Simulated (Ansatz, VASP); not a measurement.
## TiAl6 in VASP and in Ansatz

```
CELL_PARAMETERS angstrom
7.73545 0.00000 0.00000
-3.86772 6.69910 0.00000
0.00000 0.00000 2.82389
ATOMIC_POSITIONS crystal
Ti 0.00000 0.00000 0.00000
Al 0.33342 0.00000 0.50000
Al 0.66658 0.00000 0.50000
Al 0.00000 0.33342 0.50000
Al 0.00000 0.66658 0.50000
Al 0.66658 0.66658 0.50000
Al 0.33342 0.33342 0.50000
```

Change from the starting cell: species swapped into the SmC6 type (P6/mmm, No. 191).

Alike in both runs: task relaxation of cell and atoms; functional PBE; k mesh 3 × 3 × 6; occupations gaussian, width 0.1 eV; no spin polarisation.

|  | VASP | Ansatz |
| --- | --- | --- |
| version | VASP 6.6.1 | Ansatz 0.2.0 |
| potentials or method | VASP PAW PBE potentials, release 64 (Ti_sv, Al), cutoff 600 eV | scalar-relativistic, plane waves, PAW |
| valence electrons in the cell | 30 | 30 |

|  | VASP | Ansatz | Ansatz less VASP |
| --- | --- | --- | --- |
| gap on the k mesh at the Fermi level, each at its own relaxed structure (eV) | none | none | - |
| relaxed volume (Å³/atom) | 20.95 | 20.97 | +0.017 |
| relaxed cell length with the largest relative difference (Å) | 2.885 | 2.886 | +0.0017 |

A gap of «none» marks a metal or a gap that the smearing closes.

The k mesh is coarse, so the values compare programs but aren't converged.
